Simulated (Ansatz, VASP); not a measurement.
# Mg: VASP beside Ansatz

Contents of INCAR:

```
PREC = Accurate
ENCUT = 600
EDIFF = 1E-7
ISMEAR = -1
SIGMA = 0.1
LREAL = False
LASPH = True
NELM = 100
ALGO = Normal
ISIF = 3
LWAVE = False
LCHARG = False
GGA = PE
IBRION = 2
NSW = 80
EDIFFG = -0.01
```

Contents of KPOINTS:

```
Automatic mesh
0
Gamma
  11 11 3
```

Contents of POSCAR:

```
Mg
1.0
    3.2030520135      0.0000000000      0.0000000000
   -1.6015260067      2.7739244133      0.0000000000
    0.0000000000      0.0000000000     10.4611678760
Mg
4
Direct
    0.0000000000      0.0000000000      0.0000000000
    0.0000000000      0.0000000000      0.5000000000
    0.3333333333      0.6666666667      0.2500000000
    0.6666666667      0.3333333333      0.7500000000
```

Input for Ansatz:

```yaml
crystal:
  lattice:
    - [3.2030520135, 0.0, 0.0]
    - [-1.6015260067, 2.7739244133, 0.0]
    - [0.0, 0.0, 10.461167876]
  atoms:
    - { symbol: Mg, position: [0.0, 0.0, 0.0] }
    - { symbol: Mg, position: [0.0, 0.0, 0.5] }
    - { symbol: Mg, position: [0.3333333333, 0.6666666667, 0.25] }
    - { symbol: Mg, position: [0.6666666667, 0.3333333333, 0.75] }
hamiltonian:
  xc: pbe
  pseudopotentials:
    kind: paw
    azcp:
      Mg: "pseudopotentials/Mg.paw.azcp"
basis:
  ecutwfc: 420
  fft_grid_basis: typed
kpoints:
  mp_grid: { grid: [11, 11, 3], shift: [0, 0, 0] }
magnetization:
  spin_polarized: false
scf:
  occupations: { method: fermi_dirac, width: 0.1 }
relax:
  max_steps: 60
  f_tol: 0.01
  cell: {}
output:
  write_density: true
  write_potential: true
  elf: true
  volumetric_format: npy
```

Alike in both runs: task relaxation of cell and atoms; functional PBE; k mesh 11 × 11 × 3; occupations fermi-dirac, width 0.1 eV; no spin polarisation.

|  | VASP | Ansatz |
| --- | --- | --- |
| version | VASP 6.6.1 | Ansatz 0.2.0 |
| potentials or method | VASP PAW PBE potentials, release 64 (Mg), cutoff 600 eV | plane waves (420 eV) with PAW, scalar-relativistic |
| valence electrons in the cell | 8 | 40 |

```csv
,VASP,Ansatz,Ansatz less VASP
relaxed volume (Å³/atom),22.92,23.01,+0.084
relaxed cell length with the largest relative difference (Å),3.191,3.197,+0.0055
```

VASP's potentials hold 8 valence electrons a cell and Ansatz's 40, so a difference there can come from the potentials and not from the codes.
